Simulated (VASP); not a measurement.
# LiH (Fm-3m) in VASP: notebook

Aim: see how the results for LiH move with the level of theory and the settings. Levels: PBE, r2SCAN. Tasks: single point.

All numbers are computed with VASP 6.6.1; they aren't measurements. Logs are shortened: lines on timing, memory, paths and dates and some standing lists are left out, and cuts for length are marked.

**1. The cell of the first run**

The structure is cubic, space group Fm-3m (No. 225). The conventional cell has a = 4.085 Å, b = 4.085 Å, c = 4.085 Å, α = 90.00°, β = 90.00°, γ = 90.00°. Within 2.7 Å of Li (site symmetry m-3m) lie 6 H at 2.04 Å. H (site symmetry m-3m) has 6 Li at 2.04 Å within 2.7 Å.

**2. Single point, PBE (volume changed by +6%)**

The input, INCAR:

```
SYSTEM = LiH
PREC     = Accurate       ! precision mode
ENCUT    = 520            ! plane-wave cutoff, eV
EDIFF    = 1E-6           ! SCF threshold, eV
ISMEAR   = 0              ! smearing method
SIGMA    = 0.01           ! smearing width, eV
LREAL    = .FALSE.        ! projectors in reciprocal space
LASPH    = .TRUE.         ! aspherical terms in the spheres
NELM     = 60             ! most SCF steps
ALGO     = Normal         ! electronic algorithm
ISIF     = 2              ! what is computed and relaxed
LWAVE    = .FALSE.        ! write WAVECAR
LCHARG   = .FALSE.        ! write CHGCAR
GGA      = PE             ! functional
NBANDS   = 9              ! bands
```

The input, KPOINTS:

```
Automatic mesh
0
G
  10 10 10
  0 0 0
```

The input, POSCAR:

```
LiH
1.0
    0.0000000000      2.0422792492      2.0422792492
    2.0422792492      0.0000000000      2.0422792492
    2.0422792492      2.0422792492      0.0000000000
Li H
1 1
Direct
    0.0000000000      0.0000000000      0.0000000000
    0.5000000000      0.5000000000      0.5000000000
```

Potentials or basis: VASP PAW PBE potentials, release 64 (Li_sv, H).

Started as:

```sh
> cat potpaw_PBE.64/Li_sv/POTCAR potpaw_PBE.64/H/POTCAR > POTCAR
> mpirun -np 1 vasp_std > vasp.out
```

OUTCAR:

```text
SYSTEM = LiH
   PREC = Accurate
   ENCUT = 520
   EDIFF = 1E-6
   ISMEAR = 0
   LREAL = .FALSE.
   LASPH = .TRUE.
   NELM = 60
   ISIF = 2
   GGA = PE

 ion  position               nearest neighbor table
   1  0.000  0.000  0.000-
   2  0.500  0.500  0.500-

  LATTYP: Found a face centered cubic cell.
 ALAT       =     4.0845584984

  Lattice vectors:

 A1 = (   0.0000000000,   2.0422792492,   2.0422792492)
 A2 = (   2.0422792492,   0.0000000000,   2.0422792492)
 A3 = (   2.0422792492,   2.0422792492,   0.0000000000)

Analysis of symmetry for initial positions (statically):
=====================================================================
 Subroutine PRICEL returns:
 Original cell was already a primitive cell.

 Routine SETGRP: Setting up the symmetry group for a
 face centered cubic supercell.

 Subroutine GETGRP returns: Found 48 space group operations
 (whereof 48 operations were pure point group operations)
 out of a pool of 48 trial point group operations.

The static configuration has the point symmetry O_h .

Analysis of symmetry for dynamics (positions and initial velocities):
=====================================================================
 Subroutine PRICEL returns:
 Original cell was already a primitive cell.

 Routine SETGRP: Setting up the symmetry group for a
 face centered cubic supercell.

 Subroutine GETGRP returns: Found 48 space group operations
 (whereof 48 operations were pure point group operations)
 out of a pool of 48 trial point group operations.

The dynamic configuration has the point symmetry O_h .

 Subroutine INISYM returns: Found 48 space group operations
 (whereof 48 operations are pure point group operations),
 and found     1 'primitive' translations

----------------------------------------------------------------------------------------

                                     Primitive cell

  volume of cell :      17.0363

  direct lattice vectors                    reciprocal lattice vectors
     0.000000000  2.042279249  2.042279249    -0.244824502  0.244824502  0.244824502
     2.042279249  0.000000000  2.042279249     0.244824502 -0.244824502  0.244824502
     2.042279249  2.042279249  0.000000000     0.244824502  0.244824502 -0.244824502

  length of vectors
     2.888219012  2.888219012  2.888219012     0.424048476  0.424048476  0.424048476

  position of ions in fractional coordinates (direct lattice)
     0.000000000  0.000000000  0.000000000
     0.500000000  0.500000000  0.500000000

  ion indices of the primitive-cell ions
   primitive index   ion index
                 1           1
                 2           2

----------------------------------------------------------------------------------------

 KPOINTS: Automatic mesh

Automatic generation of k-mesh.
 Grid dimensions read from file:
 generate k-points for:   10   10   10

 Generating k-lattice:

  Cartesian coordinates                     Fractional coordinates (reciprocal lattice)
    -0.024482450  0.024482450  0.024482450     0.100000000  0.000000000  0.000000000
     0.024482450 -0.024482450  0.024482450     0.000000000  0.100000000  0.000000000
     0.024482450  0.024482450 -0.024482450     0.000000000  0.000000000  0.100000000

  Length of vectors
     0.042404848  0.042404848  0.042404848

  Shift w.r.t. Gamma in fractional coordinates (k-lattice)
     0.000000000  0.000000000  0.000000000

 Subroutine IBZKPT returns following result:
 ===========================================

 Found     47 irreducible k-points:

 Following reciprocal coordinates:
            Coordinates               Weight
  0.000000  0.000000  0.000000      1.000000
  0.100000  0.000000  0.000000      8.000000
  0.200000  0.000000  0.000000      8.000000
  0.300000  0.000000  0.000000      8.000000
  0.400000  0.000000  0.000000      8.000000
  0.500000  0.000000  0.000000      4.000000
[... 16 lines left out ...]
  0.300000  0.300000  0.000000      6.000000
  0.400000  0.300000  0.000000     24.000000
 [... further k-points ...]
   k-points           NKPTS =     47   k-points in BZ     NKDIM =     47   number of bands    NBANDS=      9
   number of dos      NEDOS =    301   number of ions     NIONS =      2
   total plane-waves  NPLWV =  13824
   dimension x,y,z NGX =    24 NGY =   24 NGZ =   24
   dimension x,y,z NGXF=    48 NGYF=   48 NGZF=   48
   ions per type =               1   1
   NGX,Y,Z   is equivalent  to a cutoff of  13.81, 13.81, 13.81 a.u.
   NGXF,Y,Z  is equivalent  to a cutoff of  27.63, 27.63, 27.63 a.u.
 SYSTEM =  LiH
   PREC   = accura    normal or accurate (medium, high low for compatibility)
   ISTART =      0    job   : 0-new  1-cont  2-samecut
   ICHARG =      2    charge: 1-file 2-atom 10-const
   ISPIN  =      1    spin polarized calculation?
   LNONCOLLINEAR =      F non collinear calculations
   LSORBIT =      F    spin-orbit coupling
   LASPH  =      T    aspherical Exc in radial PAW
   ENCUT  =  520.0 eV  38.22 Ry    6.18 a.u.   5.37  5.37  5.37*2*pi/ulx,y,z
   NELM   =     60;   NELMIN=  2; NELMDL= -5     # of ELM steps
   EDIFF  = 0.1E-05   stopping-criterion for ELM
   LREAL  =      F    real-space projection
[... 7 lines left out ...]
   TEBEG  =    0.0;   TEEND  =   0.0 temperature during run
   PSTRESS=    0.0 pullay stress
   NELECT =       4.0000    total number of electrons
   NUPDOWN=      -1.0000    fix difference up-down
   EMIN   =  10.00;   EMAX   =-10.00  energy-range for DOS
   EFERMI =   0.00;   METHOD = LEGACY
   ISMEAR =     0;   SIGMA  =   0.01  broadening in eV -4-tet -1-fermi 0-gaus
   EFERMI_NEDOS =   21; number of points for ismear=-14 and -15
   IALGO  =     38    algorithm
   IMIX   =      4    mixing-type and parameters
     AMIX     =   0.40;   BMIX     =  1.00
     AMIX_MAG =   1.60;   BMIX_MAG =  1.00
  volume/ion in A,a.u.               =       8.52        57.48
  Fermi-wavevector in a.u.,A,eV,Ry     =   1.009957  1.908543 13.878131  1.020014
  Thomas-Fermi vector in A             =   2.142917
   LORBIT       =      0    0 simple, 1 ext, 2 COOP (PROOUT), +10 PAW based schemes
   GGA     = PE    functional components
   LHFCALC =     F    Hartree Fock is set to
   AEXX    =    0.0000 exact exchange contribution
   IVDW    =     0    specifies the selected vdW correction
   LEPSILON=     F    determine dielectric tensor
   LRPA    =     F    only Hartree local field effects (RPA)
 non-spin polarized calculation
 Gauss-broadening in eV      SIGMA  =   0.01
  energy-cutoff  :      520.00
  volume of cell :       17.04
 maximum number of plane-waves:       471
 NGX is ok and might be reduce to    24
   NGX = 11   NGY = 11   NGZ = 11

 number of electron       4.0000001 magnetization

 Free energy of the ion-electron system (eV)
  ---------------------------------------------------
  ext. energy  EPLUGINS =         0.00000000
  ---------------------------------------------------
  free energy    TOTEN  =        -6.12119503 eV

  energy without entropy =       -6.12119503  energy(sigma->0) =       -6.12119503

 E-fermi :  -0.0522     XC(G=0):  -8.3319

 val. band max:       -0.1641870172   @ k =   0.5000   0.5000   0.0000
 cond. band min:       2.8531985062   @ k =   0.5000   0.5000   0.0000
 fundamental gap:      3.0173855234
 Fermi energy:        -0.0521633740

 k-point     1 :       0.0000    0.0000    0.0000
  band No.  band energies     occupation
      1     -44.5139      2.00000
      2      -5.3844      2.00000
      3      15.2085      0.00000
      4      17.1597      0.00000
      5      17.1597      0.00000
      6      17.1597      0.00000
      7      21.7730      0.00000
      8      21.7730      0.00000
      9      21.7730      0.00000

 k-point     2 :       0.1000    0.0000    0.0000
  band No.  band energies     occupation
      1     -44.5104      2.00000
      2      -5.2118      2.00000
      3      13.8878      0.00000
      4      16.1450      0.00000
      5      16.7922      0.00000
      6      16.7922      0.00000
      7      21.2103      0.00000
      8      22.5720      0.00000
      9      22.5720      0.00000

 k-point     3 :       0.2000    0.0000    0.0000
  band No.  band energies     occupation
      1     -44.5010      2.00000
      2      -4.7056      2.00000
      3      10.8278      0.00000
      4      14.8913      0.00000
      5      16.1952      0.00000
      6      16.1953      0.00000
      7      21.9970      0.00000
      8      22.3511      0.00000
      9      22.3511      0.00000

 k-point     4 :       0.3000    0.0000    0.0000
  band No.  band energies     occupation
      1     -44.4895      2.00000
      2      -3.9255      2.00000
      3       7.8102      0.00000
      4      13.8923      0.00000
      5      15.8310      0.00000
      6      15.8310      0.00000
      7      20.3636      0.00000
      8      20.3636      0.00000
      9      23.4619      0.00000

 k-point     5 :       0.4000    0.0000    0.0000
  band No.  band energies     occupation
      1     -44.4802      2.00000
      2      -3.0668      2.00000
      3       5.5355      0.00000
      4      13.2428      0.00000
      5      15.7734      0.00000
      6      15.7734      0.00000
      7      18.9226      0.00000
      8      18.9226      0.00000
      9      25.1721      0.00000

 k-point     6 :       0.5000    0.0000    0.0000
  band No.  band energies     occupation
      1     -44.4766      2.00000
      2      -2.6353      2.00000
      3       4.6236      0.00000
      4      13.0186      0.00000
      5      15.8297      0.00000
      6      15.8297      0.00000
      7      18.3600      0.00000
      8      18.3600      0.00000
      9      26.1466      0.00000
[... 169 lines left out ...]
 k-point    21 :      -0.3000    0.2000    0.0000
  band No.  band energies     occupation
      1     -44.4768      2.00000
      2      -2.6876      2.00000
      3       6.4902      0.00000
      4       8.8054      0.00000
      5      14.7275      0.00000
      6      15.0735      0.00000
      7      21.7086      0.00000
      8      24.5790      0.00000
      9      25.3822      0.00000

 k-point    22 :      -0.2000    0.2000    0.0000
  band No.  band energies     occupation
      1     -44.4855      2.00000
      2      -3.5996      2.00000
      3       9.1551      0.00000
      4       9.1564      0.00000
      5      15.3172      0.00000
      6      16.3421      0.00000
      7      20.9621      0.00000
      8      23.0105      0.00000
      9      24.6534      0.00000

 k-point    23 :       0.3000    0.3000    0.0000
  band No.  band energies     occupation
      1     -44.4817      2.00000
      2      -3.2180      2.00000
      3       8.1542      0.00000
      4      11.7495      0.00000
      5      11.7495      0.00000
      6      14.9085      0.00000
      7      16.5869      0.00000
      8      27.3543      0.00000
      9      29.8098      0.00000

 k-point    24 :       0.4000    0.3000    0.0000
  band No.  band energies     occupation
      1     -44.4745      2.00000
      2      -2.3564      2.00000
      3       6.3615      0.00000
      4      10.0484      0.00000
      5      11.3257      0.00000
      6      15.5707      0.00000
      7      16.7348      0.00000
      8      28.3698      0.00000
      9      28.8803      0.00000

 [... further k-points ...]
[... 5 lines left out ...]
  --------------------------------------------------------------------------------------
  -------------------------------------------------------------------------------------
  Total       -0.2248687     -0.2248687     -0.2248687     -0.0000000      0.0000000     -0.0000000
  in kB      -21.1477483    -21.1477483    -21.1477483     -0.0000000      0.0000000     -0.0000000
  external PRESSURE =     -21.1477483 kB  Pullay stress =       0.0000000 kB

 VOLUME and BASIS-vectors are now :
 -----------------------------------------------------------------------------
  energy-cutoff  :      520.00
  volume of cell :       17.04
      direct lattice vectors                 reciprocal lattice vectors
     0.000000000  2.042279249  2.042279249    -0.244824502  0.244824502  0.244824502
     2.042279249  0.000000000  2.042279249     0.244824502 -0.244824502  0.244824502
     2.042279249  2.042279249  0.000000000     0.244824502  0.244824502 -0.244824502

 POSITION                                       TOTAL-FORCE (eV/Angst)
 -----------------------------------------------------------------------------------
      0.00000      0.00000      0.00000         0.000000      0.000000      0.000000
      2.04228      2.04228      2.04228        -0.000000     -0.000000     -0.000000
 -----------------------------------------------------------------------------------
    total drift:                                0.000000     -0.000000     -0.000000

  FREE ENERGIE OF THE ION-ELECTRON SYSTEM (eV)
  ---------------------------------------------------
  free  energy   TOTEN  =        -6.1211950304 eV

  energy  without entropy=       -6.1211950304  energy(sigma->0) =       -6.12119503
```

Run time: 17 s. Hardware: 1 thread of AMD EPYC 7R13, shared host; peak memory 0.1 GiB.

Results:

```yaml
Free_energy: -6.1212 eV
Band_gap_on_the_k_mesh: 3.02 eV, direct
```

Caveat: the cutoff is under 1.25 times the usual one of these potentials, so pressure, stress and relaxed cells hold a basis-set (Pulay) error. A k mesh can miss the band edges.

[end of part 1 of 2]
